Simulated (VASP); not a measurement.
Here is a VASP 6.6.1 calculation.

INCAR

```
PREC = Accurate ; ENCUT = 520
EDIFF = 1E-6 ; ISMEAR = 0
SIGMA = 0.05 ; LREAL = False
LASPH = True ; NELM = 60
ALGO = Normal ; ISIF = 2
LWAVE = False ; LCHARG = False
GGA = PE ; IVDW = 12
NBANDS = 20
```

Contents of KPOINTS:

```
regular mesh
0
Gamma
  9 9 4
```

File POSCAR:

```
Te2Mo
1.0
    3.5358769669      0.0000000000      0.0000000000
   -1.7679384835      3.0621592780      0.0000000000
    0.0000000000      0.0000000000      7.4469025423
Te Mo
2 1
Direct
    0.3077295460      0.6154590920      0.7614144829
    0.3589371207      0.7178742414      0.2385855171
    0.0000000000      0.0000000000      0.0000000000
```

Potentials or basis: VASP PAW PBE potentials, release 64 (Te, Mo_sv).

Command:

```bash
$ cat potpaw_PBE.64/Te/POTCAR potpaw_PBE.64/Mo_sv/POTCAR > POTCAR
$ mpirun -np 1 vasp_std > vasp.out
```

Problem. What does it give for the largest force?

Solution. 1.304 eV/Å.

Problem. Predict the band gap on the k mesh.

Solution. 0.97 eV, indirect (least direct gap 1.01 eV).

Problem. Predict the pressure.

Solution. 1.4 GPa.

Stress tensor (GPa, compression positive):
```
-0.22  0.00  0.00
 0.00 -0.22 -7.67
 0.00 -7.67  4.57
```

Caveat: the cell differs from its parent crystal (mode 5 frozen in at -0.155 Å, strain +e along z and -e/2 along x and y -0.0233); spin-orbit coupling is left out, which moves the levels of the heavy elements; forces of over 1 eV/Å act on the atoms, so gaps and moduli don't describe the material at rest. A k mesh can miss the band edges.
